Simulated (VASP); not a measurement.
# SiO (F-43m) in VASP: a series of runs

Aim: see how the results for SiO move with the level of theory and the settings. Levels: HSE06, PBE-based screened hybrid with 25 % exact exchange, PBE-based screened hybrid with 10 % exact exchange, PBE-based screened hybrid with 15 % exact exchange. Tasks: relaxation of cell and atoms, single point.

Everything below comes from runs of VASP 6.6.1. Logs are shortened: lines on timing, memory, paths and dates and some standing lists are left out, and cuts for length are marked.

**1. The cell of the first run**

The structure is cubic, space group F-43m (No. 216). The conventional cell has a = 4.867 Å, b = 4.867 Å, c = 4.867 Å, α = 90.00°, β = 90.00°, γ = 90.00°. Within 2.8 Å of Si (site symmetry -43m) lie 4 O at 2.11 Å. O (site symmetry -43m) has 4 Si at 2.11 Å within 2.8 Å.

**2. Relaxation of cell and atoms, HSE06**

File POSCAR:

```
SiO
1.0
    0.0000000000      2.4336400000      2.4336400000
    2.4336400000      0.0000000000      2.4336400000
    2.4336400000      2.4336400000      0.0000000000
Si O
1 1
Direct
    0.7500000000      0.7500000000      0.7500000000
    0.0000000000      0.0000000000      0.0000000000
```

File INCAR.step1:

```
  PREC = Accurate
  ENCUT = 600
  EDIFF = 1E-5
  ISMEAR = -1
  SIGMA = 0.05
  LREAL = False
  LASPH = True
  NELM = 80
  ALGO = Normal
  LWAVE = True
  LCHARG = False
  GGA = PE
  NBANDS = 12
```

File INCAR.step2:

```
  PREC = Accurate
  ENCUT = 600
  EDIFF = 1E-6
  ISMEAR = -1
  SIGMA = 0.05
  LREAL = False
  LASPH = True
  NELM = 80
  ALGO = Normal
  ISIF = 3
  LWAVE = False
  LCHARG = False
  GGA = PE
  LHFCALC = True
  HFSCREEN = 0.2079
  PRECFOCK = Normal
  IBRION = 2
  NSW = 60
  EDIFFG = -0.01
  ISTART = 1
```

File KPOINTS:

```
Automatic mesh
0
Gamma
  5 5 5
```

Potentials or basis: VASP PAW PBE potentials, release 64 (Si, O).

Started as:

```sh
cat potpaw_PBE.64/Si/POTCAR potpaw_PBE.64/O/POTCAR > POTCAR
cp INCAR.step1 INCAR
mpirun -np 1 vasp_std > vasp.out
cp INCAR.step2 INCAR
mpirun -np 1 vasp_std > vasp.out
```

OUTCAR:

```text
PREC = Accurate
   ENCUT = 600
   EDIFF = 1E-6
   ISMEAR = -1
   LREAL = False
   LASPH = True
   NELM = 80
   ISIF = 3
   GGA = PE
   LHFCALC = True
   HFSCREEN = 0.2079
   PRECFOCK = Normal
   IBRION = 2
   NSW = 60
   EDIFFG = -0.01
   ISTART = 1

 ion  position               nearest neighbor table
   1  0.750  0.750  0.750-   2 2.11   2 2.11   2 2.11   2 2.11
   2  0.000  0.000  0.000-   1 2.11   1 2.11   1 2.11   1 2.11

  LATTYP: Found a face centered cubic cell.
 ALAT       =     4.8672800000

  Lattice vectors:

 A1 = (   0.0000000000,   2.4336400000,   2.4336400000)
 A2 = (   2.4336400000,   0.0000000000,   2.4336400000)
 A3 = (   2.4336400000,   2.4336400000,   0.0000000000)

Analysis of symmetry for initial positions (statically):
=====================================================================
 Subroutine PRICEL returns:
 Original cell was already a primitive cell.

 Routine SETGRP: Setting up the symmetry group for a
 face centered cubic supercell.

 Subroutine GETGRP returns: Found 24 space group operations
 (whereof 24 operations were pure point group operations)
 out of a pool of 48 trial point group operations.

The static configuration has the point symmetry T_d .

Analysis of symmetry for dynamics (positions and initial velocities):
=====================================================================
 Subroutine PRICEL returns:
 Original cell was already a primitive cell.

 Routine SETGRP: Setting up the symmetry group for a
 face centered cubic supercell.

 Subroutine GETGRP returns: Found 24 space group operations
 (whereof 24 operations were pure point group operations)
 out of a pool of 48 trial point group operations.

The dynamic configuration has the point symmetry T_d .

 Subroutine INISYM returns: Found 24 space group operations
 (whereof 24 operations are pure point group operations),
 and found     1 'primitive' translations

----------------------------------------------------------------------------------------

                                     Primitive cell

  volume of cell :      28.8270

  direct lattice vectors                    reciprocal lattice vectors
     0.000000000  2.433640000  2.433640000    -0.205453559  0.205453559  0.205453559
     2.433640000  0.000000000  2.433640000     0.205453559 -0.205453559  0.205453559
     2.433640000  2.433640000  0.000000000     0.205453559  0.205453559 -0.205453559

  length of vectors
     3.441686694  3.441686694  3.441686694     0.355856003  0.355856003  0.355856003

  position of ions in fractional coordinates (direct lattice)
     0.750000000  0.750000000  0.750000000
     0.000000000  0.000000000  0.000000000

  ion indices of the primitive-cell ions
   primitive index   ion index
                 1           1
                 2           2

----------------------------------------------------------------------------------------

 KPOINTS: Automatic mesh

Automatic generation of k-mesh.
 Grid dimensions read from file:
 generate k-points for:    5    5    5

 Generating k-lattice:

  Cartesian coordinates                     Fractional coordinates (reciprocal lattice)
    -0.041090712  0.041090712  0.041090712     0.200000000  0.000000000  0.000000000
     0.041090712 -0.041090712  0.041090712     0.000000000  0.200000000  0.000000000
     0.041090712  0.041090712 -0.041090712     0.000000000  0.000000000  0.200000000

  Length of vectors
     0.071171201  0.071171201  0.071171201

  Shift w.r.t. Gamma in fractional coordinates (k-lattice)
     0.000000000  0.000000000  0.000000000

 Subroutine IBZKPT returns following result:
 ===========================================

 Found     10 irreducible k-points:

 Following reciprocal coordinates:
            Coordinates               Weight
  0.000000  0.000000  0.000000      1.000000
  0.200000  0.000000  0.000000      8.000000
  0.400000  0.000000  0.000000      8.000000
  0.200000  0.200000  0.000000      6.000000
  0.400000  0.200000  0.000000     24.000000
 -0.400000  0.200000  0.000000     24.000000
 -0.200000  0.200000  0.000000     12.000000
  0.400000  0.400000  0.000000      6.000000
 -0.400000  0.400000  0.000000     12.000000
 -0.400000  0.400000  0.200000     24.000000
   k-points           NKPTS =     10   k-points in BZ     NKDIM =    125   number of bands    NBANDS=      9
   number of dos      NEDOS =    301   number of ions     NIONS =      2
   total plane-waves  NPLWV =  21952
   dimension x,y,z NGX =    28 NGY =   28 NGZ =   28
   dimension x,y,z NGXF=    56 NGYF=   56 NGZF=   56
   ions per type =               1   1
   NGX,Y,Z   is equivalent  to a cutoff of  13.53, 13.53, 13.53 a.u.
   NGXF,Y,Z  is equivalent  to a cutoff of  27.05, 27.05, 27.05 a.u.
 SYSTEM =  unknown system
   PREC   = accura    normal or accurate (medium, high low for compatibility)
   ISTART =      1    job   : 0-new  1-cont  2-samecut
   ICHARG =      0    charge: 1-file 2-atom 10-const
   ISPIN  =      1    spin polarized calculation?
   LNONCOLLINEAR =      F non collinear calculations
   LSORBIT =      F    spin-orbit coupling
   LASPH  =      T    aspherical Exc in radial PAW
   ENCUT  =  600.0 eV  44.10 Ry    6.64 a.u.   6.87  6.87  6.87*2*pi/ulx,y,z
   NELM   =     80;   NELMIN=  2; NELMDL=  0     # of ELM steps
   EDIFF  = 0.1E-05   stopping-criterion for ELM
   LREAL  =      F    real-space projection
   EDIFFG = -.1E-01   stopping-criterion for IOM
   NSW    =     60    number of steps for IOM
   IBRION =      2    ionic relax: 0-MD 1-quasi-New 2-CG
   NFREE  =      1    steps in history (QN), initial steepest desc. (CG)
   ISIF   =      3    stress and relaxation
   ISYM   =      3    0-nonsym 1-usesym 2-fastsym
   POTIM  = 0.5000    time-step for ionic-motion
   TEBEG  =    0.0;   TEEND  =   0.0 temperature during run
   PSTRESS=    0.0 pullay stress
   NELECT =      10.0000    total number of electrons
   NUPDOWN=      -1.0000    fix difference up-down
   EMIN   =  10.00;   EMAX   =-10.00  energy-range for DOS
   EFERMI =   0.00;   METHOD = LEGACY
   ISMEAR =    -1;   SIGMA  =   0.05  broadening in eV -4-tet -1-fermi 0-gaus
   EFERMI_NEDOS =   21; number of points for ismear=-14 and -15
   IALGO  =     38    algorithm
   IMIX   =      1    mixing-type and parameters
     AMIX     =   0.40;   BMIX     =  1.00
     AMIX_MAG =   1.60;   BMIX_MAG =  1.00
  volume/ion in A,a.u.               =      14.41        97.27
  Fermi-wavevector in a.u.,A,eV,Ry     =   1.150293  2.173739 18.002877  1.323174
  Thomas-Fermi vector in A             =   2.286958
   LORBIT       =      0    0 simple, 1 ext, 2 COOP (PROOUT), +10 PAW based schemes
   GGA     = PE    functional components
   LHFCALC =     T    Hartree Fock is set to
   PRECFOCK=normal    Normal, Fast or Accurate (Low or Medium for compatibility)
   ENCUT4O =  -1.0   cutoff for four orbital integrals eV
   NKREDX  =     1    reduce k-point grid by
   NKREDY  =     1    reduce k-point grid by
   NKREDZ  =     1    reduce k-point grid by
   AEXX    =    0.2500 exact exchange contribution
   HFSCREEN=    0.2079 screening length (either q_TF or 0.3 A-1)
   HFSCREENC=   0.2079 screening length for correlation (either q_TF or 0.3 A-1)
   ENCUTFOCK=  -1.0 apply spherical cutoff to Coloumb kernel
   IVDW    =     0    specifies the selected vdW correction
   LEPSILON=     F    determine dielectric tensor
   LRPA    =     F    only Hartree local field effects (RPA)
 conjugate gradient relaxation of ions
 non-spin polarized calculation
  energy-cutoff  :      600.00
  volume of cell :       28.83
 maximum number of plane-waves:       974
  NGX = 24; NGY = 24; NGZ = 24

--------------------------------------- Ionic step        1  -------------------------------------------

 number of electron      10.0000002 magnetization

 Free energy of the ion-electron system (eV)
  ---------------------------------------------------
  ext. energy  EPLUGINS =         0.00000000
  ---------------------------------------------------
  free energy    TOTEN  =       -13.35299951 eV

  energy without entropy =      -13.34881062  energy(sigma->0) =      -13.35090506

------------------------ aborting loop because EDIFF is reached ----------------------------------------

  FORCE on cell =-STRESS in cart. coord.  units (eV):
  Direction    XX          YY          ZZ          XY          YZ          ZX
  --------------------------------------------------------------------------------------
  -------------------------------------------------------------------------------------
  Total       -0.2312288     -0.2312288     -0.2312288      0.0000000      0.0000000      0.0000000
  in kB      -12.8514903    -12.8514903    -12.8514903      0.0000000      0.0000000      0.0000000
  external PRESSURE =     -12.8514903 kB  Pullay stress =       0.0000000 kB
[... 93 lines left out ...]
  energy  without entropy=      -13.3514104703  energy(sigma->0) =      -13.35359825

--------------------------------------- Ionic step        4  -------------------------------------------

 number of electron       9.9999999 magnetization

 Free energy of the ion-electron system (eV)
  ---------------------------------------------------
  ext. energy  EPLUGINS =         0.00000000
  ---------------------------------------------------
  free energy    TOTEN  =       -13.35581886 eV

  energy without entropy =      -13.35142993  energy(sigma->0) =      -13.35362440

 E-fermi :   6.5605     XC(G=0):  -8.3324

 val. band max:        6.3871459993   @ k =  -0.4000   0.4000   0.2000
 cond. band min:       6.6597491664   @ k =   0.4000   0.4000   0.0000
 fundamental gap:      0.2726031671
 Fermi energy:         6.5604866228

 k-point     1 :       0.0000    0.0000    0.0000
  band No.  band energies     occupation
      1     -17.2051      2.00000
      2      -0.5229      2.00000
      3       0.0628      2.00000
      4       0.0628      2.00000
      5       0.0628      2.00000
      6      10.9735      0.00000
      7      10.9735      0.00000
      8      10.9735      0.00000
      9      17.8170      0.00000
[... 135 lines left out ...]
  FREE ENERGIE OF THE ION-ELECTRON SYSTEM (eV)
  ---------------------------------------------------
  free  energy   TOTEN  =       -13.3558188607 eV

  energy  without entropy=      -13.3514299314  energy(sigma->0) =      -13.35362440

 reached required accuracy - stopping structural energy minimisation
```

It took 23 min on 1 thread of Intel Xeon 8259CL, shared host; peak memory 0.27 GiB.

The run converged, but its numbers aren't listed here, since they failed a check.

Caveat: the k points lie up to 0.45 Å⁻¹ apart in the final cell; the PAW data sets were made with another functional, which shifts forces and pressure a little; an odd mesh through Γ misses points on the zone boundary, where band edges can lie.

**3. Relaxation of cell and atoms, PBE-based screened hybrid with 25 % exact exchange**

POSCAR is that of step 2.

File INCAR.step1:

```
SYSTEM = SiO
ALGO     = Normal         ! electronic algorithm
EDIFF    = 1E-5           ! SCF threshold, eV
ENCUT    = 600            ! plane-wave cutoff, eV
GGA      = PE             ! functional
ISMEAR   = -1             ! smearing method
LASPH    = .True.         ! aspherical terms in the spheres
LCHARG   = .False.        ! write CHGCAR
LREAL    = .False.        ! projectors in reciprocal space
LWAVE    = .True.         ! write WAVECAR
NBANDS   = 12             ! bands
NELM     = 100            ! most SCF steps
PREC     = Accurate       ! precision mode
SIGMA    = 0.05           ! smearing width, eV
```

File INCAR.step2:

```
SYSTEM = SiO
AEXX     = 0.25           ! exact-exchange fraction
ALGO     = Normal         ! electronic algorithm
EDIFF    = 1E-6           ! SCF threshold, eV
EDIFFG   = -0.01          ! ionic threshold
ENCUT    = 600            ! plane-wave cutoff, eV
GGA      = PE             ! functional
HFSCREEN = 0.3            ! screening, 1/A
IBRION   = 2              ! ionic algorithm
ISIF     = 3              ! what is computed and relaxed
ISMEAR   = -1             ! smearing method
ISTART   = 1            
LASPH    = .True.         ! aspherical terms in the spheres
LCHARG   = .False.        ! write CHGCAR
LHFCALC  = .True.         ! exact exchange
LREAL    = .False.        ! projectors in reciprocal space
LWAVE    = .False.        ! write WAVECAR
NELM     = 100            ! most SCF steps
NSW      = 60             ! ionic steps
PREC     = Accurate       ! precision mode
PRECFOCK = Normal       
SIGMA    = 0.05           ! smearing width, eV
```

File KPOINTS:

```
k-points
0
Gamma
  5 5 5
  0 0 0
```

Potentials or basis: VASP PAW PBE potentials, release 64 (Si, O).

Started as:

```sh
cat potpaw_PBE.64/Si/POTCAR potpaw_PBE.64/O/POTCAR > POTCAR
cp INCAR.step1 INCAR
mpirun -np 1 vasp_std > vasp.out
cp INCAR.step2 INCAR
mpirun -np 1 vasp_std > vasp.out
```

Wall time 21 min (1 thread of Intel Xeon 8259CL, shared host); peak memory 0.26 GiB.

The run converged, but its numbers aren't listed here, since they failed a check.

Caveat: the k points lie up to 0.45 Å⁻¹ apart in the final cell; the PAW data sets were made with another functional, which shifts forces and pressure a little; an odd mesh through Γ misses points on the zone boundary, where band edges can lie.

(Continued in part 2 of 2.)
